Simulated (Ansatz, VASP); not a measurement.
This is a calculation of TaN for Ansatz 0.2.0.

input.yaml

```yaml
crystal:
  lattice:
    - [2.9766623284, 0.0, 0.0]
    - [-1.4883311642, 2.5778651949, 0.0]
    - [0.0, 0.0, 2.9209385612]
  atoms:
    - { symbol: Ta, position: [0.0, 0.0, 0.5] }
    - { symbol: "N", position: [0.6666666667, 0.3333333333, 0.0] }
hamiltonian:
  xc: lda
  pseudopotentials: { kind: paw }
kpoints:
  mp_grid: { grid: [10, 10, 9] }
scf:
  occupations: { method: fermi_dirac, width: 0.05 }
output:
  forces: true
  stress: true
  eigenvalues: true
```

Potentials or basis: Ansatz PAW.

Run with:

```sh
$ ansatz run input.yaml --threads 2 --pin off --max-ram 5632MiB --backend cpu --events-out ev --progress --plain --runs-dir out
```

Problem. Set up the same calculation for VASP 6.6.1. Potentials there: VASP PAW LDA potentials, release 64 (Ta_sv_GW, N).

Solution. As run (the cutoff follows the program's own potentials):

Contents of INCAR:

```
ALGO = Normal
EDIFF = 1E-6
ENCUT = 600
GGA_COMPAT = F
ISIF = 2
ISMEAR = -1
LASPH = T
LCHARG = F
LREAL = F
LWAVE = F
NBANDS = 16
NELM = 120
PREC = Accurate
SIGMA = 0.05
```

KPOINTS

```
k-points
0
Gamma
  10 10 9
```

The input POSCAR:

```
TaN
1.0
    2.9766623284      0.0000000000      0.0000000000
   -1.4883311642      2.5778651949      0.0000000000
    0.0000000000      0.0000000000      2.9209385612
Ta N
1 1
Direct
    0.0000000000      0.0000000000      0.5000000000
    0.6666666667      0.3333333333      0.0000000000
```

Potentials or basis: VASP PAW LDA potentials, release 64 (Ta_sv_GW, N).

The run is started by

```console
$ cat potpaw_LDA.64/Ta_sv_GW/POTCAR potpaw_LDA.64/N/POTCAR > POTCAR
$ mpirun -np 1 vasp_std > vasp.out
```

Both were run:

|  | VASP | Ansatz | Ansatz less VASP |
| --- | --- | --- | --- |
| gap on the k mesh at the Fermi level (eV) | none | none | - |
| pressure (GPa) | -22.5 | -23.5 | -0.90 |
| traceless stress, the component that is largest in VASP (GPa) | -1.95 | -2.01 | -0.057 |

LDA's correlation is that of Perdew and Zunger in VASP and of Perdew and Wang (1992) in Ansatz. A gap of «none» marks a metal or a gap that the smearing closes.

Spin-orbit coupling is off throughout.
